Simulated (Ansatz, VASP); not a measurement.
## Two plane-wave programs on SiB2

```
CELL_PARAMETERS angstrom
2.98316 0.00000 0.00000
-1.49158 2.58349 0.00000
0.00000 0.00000 7.91543
ATOMIC_POSITIONS crystal
Si 0.00000 0.00000 0.00000
Si 0.00000 0.00000 0.50000
B 0.33333 0.66667 0.25000
B 0.66667 0.33333 0.75000
B 0.00000 0.00000 0.25000
B 0.00000 0.00000 0.75000
```

Alike in both runs: functional PBE; k mesh 12 × 12 × 6; occupations gaussian, width 0.1 eV; no spin polarisation.

Ansatz relaxed the structure, and its values are those at the end. VASP's run is a single point on that final structure, the one shown.

|  | VASP | Ansatz |
| --- | --- | --- |
| version | VASP 6.6.1 | Ansatz 0.2.0 |
| potentials or method | VASP PAW PBE potentials, release 64 (Si, B), cutoff 520 eV | scalar-relativistic, plane waves, PAW |
| valence electrons in the cell | 20 | 20 |

```csv
,VASP,Ansatz,Ansatz less VASP
gap on the k mesh at the Fermi level (eV),none,none,-
pressure (GPa),0.0,0.0,+0.01
```

A gap of «none» marks a metal or a gap that the smearing closes.
